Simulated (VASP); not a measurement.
## Ba: electric field gradients with PBEsol

Crystal: Ba.

```xyz
1
Lattice="-2.4500 2.5000 2.5000 2.5000 -2.4500 2.5000 2.5000 2.5000 -2.4500" Properties=species:S:1:pos:R:3 pbc="T T T"
Ba    0.0000    0.0000    0.0000
```

This cell differs from its parent crystal: equal xy, yz and zx shear strains of +2 %.

| Property | Result |
| --- | --- |
| Program | VASP 6.6.1 |
| Task | electric field gradients |
| Functional | PBEsol |
| Potentials or basis | VASP PAW PBE potentials, release 64 (Ba_sv) |
| Cutoff | 520 eV |
| k mesh | 10 × 10 × 10 |
| Occupations | fermi-dirac, width 0.05 eV |
| Spin | no spin polarisation |
| Dipole correction | no |
| Further INCAR settings | ALGO = Normal; EDIFF = 1e-08; NBANDS = 11 |

```
Pressure               : -0.5 GPa
Band gap on the k mesh : zero (band 5 reaches 1.89 eV, above the bottom of band 6 at 1.01 eV)
```

Stress tensor (GPa, compression positive):
```
-0.54 -0.19 -0.19
-0.19 -0.54 -0.19
-0.19 -0.19 -0.54
```

Levels at points of the mesh, in eV from the Fermi level:
```tsv
k point	band 3	band 4	band 5	band 6	band 7	band 8
(0.00, 0.00, 0.00)	-13.75	-13.75	-2.76	1.75	1.75	1.99
(0.50, 0.00, 0.00)	-13.90	-13.76	-0.91	0.67	1.23	3.30
(0.50, 0.50, 0.00)	-13.92	-13.76	-0.88	0.70	1.36	3.18
(0.50, 0.50, 0.50)	-14.11	-14.06	-0.53	-0.53	4.30	4.44
```

Electric field gradients, principal values (V/Å²):
| atom | least | middle | greatest (by size) |
| --- | --- | --- | --- |
| 1 Ba | 4.614 | 4.614 | -9.228 |

It took 39 s on 1 thread of Intel(R) Xeon(R) Platinum 8259CL CPU @ 2.50GHz (Skylake/Cascade Lake), with other jobs on the host, peak memory 0.22 GiB.

Caveat: the cell differs from its parent crystal (equal xy, yz and zx shear strains of +2 %); without QUAD_EFG the Cq values of the log hold for a quadrupole moment of 1 mb, not for the nuclei; the PAW data sets were made with another functional, which shifts forces and pressure a little; spin-orbit coupling is left out, which moves the levels of the heavy elements.
